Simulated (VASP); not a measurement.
Write the native input for VASP 6.6.1 that does the following.

* Task: single point
* Functional: PBE
* Potentials or basis: VASP PAW PBE potentials, release 64 (Sn_d, Se)
* Cutoff: 520 eV
* k mesh: 4 × 4 × 6
* Occupations: fermi-dirac, width 0.02 eV
* Spin: no spin polarisation
* Dipole correction: no
* Further INCAR settings: ALGO = Normal; EDIFF = 1e-06; NBANDS = 35

The structure of SnSe2 lies in POSCAR:

```
SnSe2
1.0
    6.4434117728      0.0000000000      0.0000000000
    0.0000000000      6.4434117728      0.0000000000
    0.0000000000      0.0000000000      3.9306889943
Sn Se
2 4
Direct
    0.0000000000      0.0000000000      0.0000000000
    0.5000000000      0.5000000000      0.5000000000
    0.3070040519      0.3070040519      0.0000000000
    0.1929959481      0.8070040519      0.5000000000
    0.8070040519      0.1929959481      0.5000000000
    0.6929959481      0.6929959481      0.0000000000
```

This cell differs from its parent crystal: volume changed by -6%.

One way to write it, as run:

INCAR

```
PREC     = Accurate       # precision mode
ENCUT    = 520            # plane-wave cutoff, eV
EDIFF    = 1E-6           # SCF threshold, eV
ISMEAR   = -1             # smearing method
SIGMA    = 0.02           # smearing width, eV
LREAL    = False          # projectors in reciprocal space
LASPH    = True           # aspherical terms in the spheres
NELM     = 80             # most SCF steps
ALGO     = Normal         # electronic algorithm
ISIF     = 2              # what is computed and relaxed
LWAVE    = False          # write WAVECAR
LCHARG   = False          # write CHGCAR
GGA      = PE             # functional
NBANDS   = 35             # bands
```

KPOINTS

```
Automatic mesh
0
Gamma
  4 4 6
```

Potentials or basis: VASP PAW PBE potentials, release 64 (Sn_d, Se).

Command:

```console
$ cat potpaw_PBE.64/Sn_d/POTCAR potpaw_PBE.64/Se/POTCAR > POTCAR
$ mpirun -np 1 vasp_std > vasp.out
```

Results of the run:

```json
{
 "Pressure": "3.7 GPa",
 "Largest force": "0.243 eV/Å"
}
```

Run time: 96 s on 1 thread of Intel(R) Xeon(R) Platinum 8259CL CPU @ 2.50GHz (Skylake/Cascade Lake) (shared host), peak memory 0.31 GiB.
